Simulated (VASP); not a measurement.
# Sb (P4/mmm) in VASP: notebook

The runs below take Sb through single point, with PBEsol.

All numbers are computed with VASP 6.6.1; they aren't measurements. Logs are shortened: lines on timing, memory, paths and dates and some standing lists are left out, and cuts for length are marked.

## Step 1: The cell of the first run

It takes space group P4/mmm (No. 123, tetragonal). The conventional cell has a = 3.034 Å, b = 3.034 Å, c = 3.160 Å, α = 90.00°, β = 90.00°, γ = 90.00°. Within 4.0 Å of Sb (site symmetry 4/mmm) lie 6 Sb at 3.03 to 3.16 Å.

## Step 2: Single point, PBEsol (strain -0.040 along x and y, +0.000 along z)

INCAR reads:

```
ALGO     = Normal         # electronic algorithm
EDIFF    = 1E-6           # SCF threshold, eV
ENCUT    = 520            # plane-wave cutoff, eV
GGA      = PS             # functional
ISIF     = 2              # what is computed and relaxed
ISMEAR   = 0              # smearing method
LASPH    = T              # aspherical terms in the spheres
LCHARG   = F              # write CHGCAR
LREAL    = F              # projectors in reciprocal space
LWAVE    = F              # write WAVECAR
NBANDS   = 8              # bands
NELM     = 80             # most SCF steps
PREC     = Accurate       # precision mode
SIGMA    = 0.15           # smearing width, eV
```

KPOINTS reads:

```
k-points
0
Gamma
  16 16 16
```

POSCAR reads:

```
Sb
1.0
    3.0336000000      0.0000000000      0.0000000000
    0.0000000000      3.0336000000      0.0000000000
    0.0000000000      0.0000000000      3.1600000000
Sb
1
Direct
    0.0000000000      0.0000000000      0.0000000000
```

Potentials or basis: VASP PAW PBE potentials, release 64 (Sb).

Started as:

```sh
$ cat potpaw_PBE.64/Sb/POTCAR > POTCAR
$ mpirun -np 1 vasp_std > vasp.out
```

OUTCAR:

```text
EDIFF = 1E-6
   ENCUT = 520
   GGA = PS
   ISIF = 2
   ISMEAR = 0
   LASPH = T
   LREAL = F
   NELM = 80
   PREC = Accurate

 ion  position               nearest neighbor table
   1  0.000  0.000  0.000-

  LATTYP: Found a simple tetragonal cell.
 ALAT       =     3.0336000000
 C/A-ratio  =     1.0416666667

  Lattice vectors:

 A1 = (   3.0336000000,   0.0000000000,   0.0000000000)
 A2 = (   0.0000000000,   3.0336000000,   0.0000000000)
 A3 = (   0.0000000000,   0.0000000000,   3.1600000000)

Analysis of symmetry for initial positions (statically):
=====================================================================
 Subroutine PRICEL returns:
 Original cell was already a primitive cell.

 Routine SETGRP: Setting up the symmetry group for a
 simple tetragonal supercell.

 Subroutine GETGRP returns: Found 16 space group operations
 (whereof 16 operations were pure point group operations)
 out of a pool of 16 trial point group operations.

The static configuration has the point symmetry D_4h.

Analysis of symmetry for dynamics (positions and initial velocities):
=====================================================================
 Subroutine PRICEL returns:
 Original cell was already a primitive cell.

 Routine SETGRP: Setting up the symmetry group for a
 simple tetragonal supercell.

 Subroutine GETGRP returns: Found 16 space group operations
 (whereof 16 operations were pure point group operations)
 out of a pool of 16 trial point group operations.

The dynamic configuration has the point symmetry D_4h.

 Subroutine INISYM returns: Found 16 space group operations
 (whereof 16 operations are pure point group operations),
 and found     1 'primitive' translations

----------------------------------------------------------------------------------------

                                     Primitive cell

  volume of cell :      29.0806

  direct lattice vectors                    reciprocal lattice vectors
     3.033600000  0.000000000  0.000000000     0.329641350  0.000000000  0.000000000
     0.000000000  3.033600000  0.000000000     0.000000000  0.329641350  0.000000000
     0.000000000  0.000000000  3.160000000     0.000000000  0.000000000  0.316455696

  length of vectors
     3.033600000  3.033600000  3.160000000     0.329641350  0.329641350  0.316455696

  position of ions in fractional coordinates (direct lattice)
     0.000000000  0.000000000  0.000000000

  ion indices of the primitive-cell ions
   primitive index   ion index
                 1           1

----------------------------------------------------------------------------------------

 KPOINTS: k-points

Automatic generation of k-mesh.
 Grid dimensions read from file:
 generate k-points for:   16   16   16

 Generating k-lattice:

  Cartesian coordinates                     Fractional coordinates (reciprocal lattice)
     0.020602584  0.000000000  0.000000000     0.062500000  0.000000000  0.000000000
     0.000000000  0.020602584  0.000000000     0.000000000  0.062500000  0.000000000
     0.000000000  0.000000000  0.019778481     0.000000000  0.000000000  0.062500000

  Length of vectors
     0.020602584  0.020602584  0.019778481

  Shift w.r.t. Gamma in fractional coordinates (k-lattice)
     0.000000000  0.000000000  0.000000000

 Subroutine IBZKPT returns following result:
 ===========================================

 Found    405 irreducible k-points:

 Following reciprocal coordinates:
            Coordinates               Weight
  0.000000  0.000000  0.000000      1.000000
  0.062500  0.000000  0.000000      4.000000
  0.125000  0.000000  0.000000      4.000000
  0.187500  0.000000  0.000000      4.000000
  0.250000  0.000000  0.000000      4.000000
  0.312500  0.000000  0.000000      4.000000
[... 16 lines left out ...]
  0.437500  0.125000  0.000000      8.000000
  0.500000  0.125000  0.000000      4.000000
 [... further k-points ...]
   k-points           NKPTS =    405   k-points in BZ     NKDIM =    405   number of bands    NBANDS=      8
   number of dos      NEDOS =    301   number of ions     NIONS =      1
   total plane-waves  NPLWV =  13824
   dimension x,y,z NGX =    24 NGY =   24 NGZ =   24
   dimension x,y,z NGXF=    48 NGYF=   48 NGZF=   48
   ions per type =               1
   NGX,Y,Z   is equivalent  to a cutoff of  13.15, 13.15, 12.63 a.u.
   NGXF,Y,Z  is equivalent  to a cutoff of  26.30, 26.30, 25.25 a.u.
 SYSTEM =  unknown system
   PREC   = accura    normal or accurate (medium, high low for compatibility)
   ISTART =      0    job   : 0-new  1-cont  2-samecut
   ICHARG =      2    charge: 1-file 2-atom 10-const
   ISPIN  =      1    spin polarized calculation?
   LNONCOLLINEAR =      F non collinear calculations
   LSORBIT =      F    spin-orbit coupling
   LASPH  =      T    aspherical Exc in radial PAW
   ENCUT  =  520.0 eV  38.22 Ry    6.18 a.u.   5.64  5.64  5.88*2*pi/ulx,y,z
   NELM   =     80;   NELMIN=  2; NELMDL= -5     # of ELM steps
   EDIFF  = 0.1E-05   stopping-criterion for ELM
   LREAL  =      F    real-space projection
   EDIFFG = 0.1E-04   stopping-criterion for IOM
   NSW    =      0    number of steps for IOM
   IBRION =     -1    ionic relax: 0-MD 1-quasi-New 2-CG
   NFREE  =      0    steps in history (QN), initial steepest desc. (CG)
   ISIF   =      2    stress and relaxation
   ISYM   =      2    0-nonsym 1-usesym 2-fastsym
   POTIM  = 0.5000    time-step for ionic-motion
   TEBEG  =    0.0;   TEEND  =   0.0 temperature during run
   PSTRESS=    0.0 pullay stress
   NELECT =       5.0000    total number of electrons
   NUPDOWN=      -1.0000    fix difference up-down
   EMIN   =  10.00;   EMAX   =-10.00  energy-range for DOS
   EFERMI =   0.00;   METHOD = LEGACY
   ISMEAR =     0;   SIGMA  =   0.15  broadening in eV -4-tet -1-fermi 0-gaus
   EFERMI_NEDOS =   21; number of points for ismear=-14 and -15
   IALGO  =     38    algorithm
   IMIX   =      4    mixing-type and parameters
     AMIX     =   0.40;   BMIX     =  1.00
     AMIX_MAG =   1.60;   BMIX_MAG =  1.00
  volume/ion in A,a.u.               =      29.08       196.25
  Fermi-wavevector in a.u.,A,eV,Ry     =   0.910326  1.720267 11.275058  0.828693
  Thomas-Fermi vector in A             =   2.034475
   LORBIT       =      0    0 simple, 1 ext, 2 COOP (PROOUT), +10 PAW based schemes
   GGA     = PS    functional components
   LHFCALC =     F    Hartree Fock is set to
   AEXX    =    0.0000 exact exchange contribution
   IVDW    =     0    specifies the selected vdW correction
   LEPSILON=     F    determine dielectric tensor
   LRPA    =     F    only Hartree local field effects (RPA)
 non-spin polarized calculation
 Gauss-broadening in eV      SIGMA  =   0.15
  energy-cutoff  :      520.00
  volume of cell :       29.08
 maximum number of plane-waves:       812
 NGX is ok and might be reduce to    24
   NGX = 11   NGY = 11   NGZ = 11

 number of electron       5.0000001 magnetization

 Free energy of the ion-electron system (eV)
  ---------------------------------------------------
  ext. energy  EPLUGINS =         0.00000000
  ---------------------------------------------------
  free energy    TOTEN  =        -4.52209210 eV

  energy without entropy =       -4.51621785  energy(sigma->0) =       -4.51915498

 E-fermi :   7.3017     XC(G=0):  -9.8592

 val. band max:        7.2950227791   @ k =   0.1875   0.1875   0.0000
 cond. band min:       7.3018338554   @ k =   0.3750   0.2500   0.0000
 fundamental gap:      0.0068110763
 Fermi energy:         7.3016881576

 k-point     1 :       0.0000    0.0000    0.0000
  band No.  band energies     occupation
      1      -5.3029      2.00000
      2       9.8735      0.00000
      3      11.0238      0.00000
      4      11.0238      0.00000
      5      13.8366      0.00000
      6      14.5598      0.00000
      7      15.8049      0.00000
      8      25.0150      0.00000

 k-point     2 :       0.0625    0.0000    0.0000
  band No.  band energies     occupation
      1      -5.2420      2.00000
      2       9.9344      0.00000
      3      10.1988      0.00000
      4      11.0855      0.00000
      5      13.9115      0.00000
      6      14.9489      0.00000
      7      16.3344      0.00000
      8      24.3277      0.00000

 k-point     3 :       0.1250    0.0000    0.0000
  band No.  band energies     occupation
      1      -5.0601      2.00000
      2       8.6411      0.00000
      3      10.1138      0.00000
      4      11.2674      0.00000
      5      14.0700      0.00000
      6      15.2951      0.00000
      7      17.8845      0.00000
      8      23.1992      0.00000

 k-point     4 :       0.1875    0.0000    0.0000
  band No.  band energies     occupation
      1      -4.7607      2.00000
      2       6.9932      1.99637
      3      10.4016      0.00000
      4      11.5591      0.00000
      5      14.3177      0.00000
      6      15.5882      0.00000
      7      19.7758      0.00000
      8      22.0257      0.00000

 k-point     5 :       0.2500    0.0000    0.0000
  band No.  band energies     occupation
      1      -4.3519      2.00000
      2       5.4157      2.00000
      3      10.7781      0.00000
      4      11.9409      0.00000
      5      14.6584      0.00000
      6      15.9437      0.00000
      7      20.8919      0.00000
      8      21.3977      0.00000

 k-point     6 :       0.3125    0.0000    0.0000
  band No.  band energies     occupation
      1      -3.8519      2.00000
      2       3.9781      2.00000
      3      11.2092      0.00000
      4      12.3783      0.00000
      5      15.0872      0.00000
      6      16.3809      0.00000
      7      19.8564      0.00000
      8      20.6200      0.00000

 k-point     7 :       0.3750    0.0000    0.0000
  band No.  band energies     occupation
      1      -3.3042      2.00000
      2       2.7479      2.00000
      3      11.6372      0.00000
      4      12.8134      0.00000
      5      15.5864      0.00000
      6      16.8862      0.00000
      7      18.9895      0.00000
      8      19.6286      0.00000
[... 133 lines left out ...]
 k-point    20 :       0.2500    0.1250    0.0000
  band No.  band energies     occupation
      1      -4.1086      2.00000
      2       5.6465      2.00000
      3       9.5753      0.00000
      4      11.0211      0.00000
      5      14.9596      0.00000
      6      18.0053      0.00000
      7      19.3953      0.00000
      8      21.0675      0.00000

 k-point    21 :       0.3125    0.1250    0.0000
  band No.  band energies     occupation
      1      -3.6081      2.00000
      2       4.2106      2.00000
      3      10.0306      0.00000
      4      11.4537      0.00000
      5      15.3889      0.00000
      6      17.3963      0.00000
      7      19.2365      0.00000
      8      20.0368      0.00000

 k-point    22 :       0.3750    0.1250    0.0000
  band No.  band energies     occupation
      1      -3.0596      2.00000
      2       2.9804      2.00000
      3      10.5067      0.00000
      4      11.8835      0.00000
      5      15.8183      0.00000
      6      16.6545      0.00000
      7      19.1037      0.00000
      8      19.1723      0.00000

 k-point    23 :       0.4375    0.1250    0.0000
  band No.  band energies     occupation
      1      -2.5695      2.00000
      2       2.0763      2.00000
      3      10.9043      0.00000
      4      12.2192      0.00000
      5      15.6843      0.00000
      6      16.7224      0.00000
      7      18.4962      0.00000
      8      18.5732      0.00000

 k-point    24 :       0.5000    0.1250    0.0000
  band No.  band energies     occupation
      1      -2.3533      2.00000
      2       1.7214      2.00000
      3      11.0685      0.00000
      4      12.3501      0.00000
      5      15.4730      0.00000
      6      17.0790      0.00000
      7      18.0409      0.00000
      8      18.3542      0.00000

 [... further k-points ...]

------------------------ aborting loop because EDIFF is reached ----------------------------------------

  FORCE on cell =-STRESS in cart. coord.  units (eV):
  Direction    XX          YY          ZZ          XY          YZ          ZX
  --------------------------------------------------------------------------------------
  -------------------------------------------------------------------------------------
  Total        0.2139355      0.2139355     -0.7185585      0.0000000      0.0000000     -0.0000000
  in kB       11.7866329     11.7866329    -39.5884984      0.0000000      0.0000000     -0.0000000
  external PRESSURE =      -5.3384109 kB  Pullay stress =       0.0000000 kB

 VOLUME and BASIS-vectors are now :
 -----------------------------------------------------------------------------
  energy-cutoff  :      520.00
  volume of cell :       29.08
      direct lattice vectors                 reciprocal lattice vectors
     3.033600000  0.000000000  0.000000000     0.329641350  0.000000000  0.000000000
     0.000000000  3.033600000  0.000000000     0.000000000  0.329641350  0.000000000
     0.000000000  0.000000000  3.160000000     0.000000000  0.000000000  0.316455696

 POSITION                                       TOTAL-FORCE (eV/Angst)
 -----------------------------------------------------------------------------------
      0.00000      0.00000      0.00000         0.000000      0.000000      0.000000
 -----------------------------------------------------------------------------------
    total drift:                               -0.000000      0.000000      0.000000

  FREE ENERGIE OF THE ION-ELECTRON SYSTEM (eV)
  ---------------------------------------------------
  free  energy   TOTEN  =        -4.5220921014 eV

  energy  without entropy=       -4.5162178487  energy(sigma->0) =       -4.51915498
```

It took 14 s on 1 thread of Intel Xeon 6975P-C (Granite Rapids), shared host; peak memory 0.21 GiB.

What came out:

| Item | Value |
| --- | --- |
| Free energy | -4.5221 eV |
| Pressure | -0.5 GPa |

Stress tensor (GPa, compression positive):
```
 1.18  0.00  0.00
 0.00  1.18  0.00
 0.00  0.00 -3.96
```

Caveat: the cell differs from its parent crystal (strain -0.040 along x and y, +0.000 along z); the PAW data sets were made with another functional, which shifts forces and pressure a little; spin-orbit coupling is left out, which moves the levels of the heavy elements.

(Part 1 of 2 ends here.)
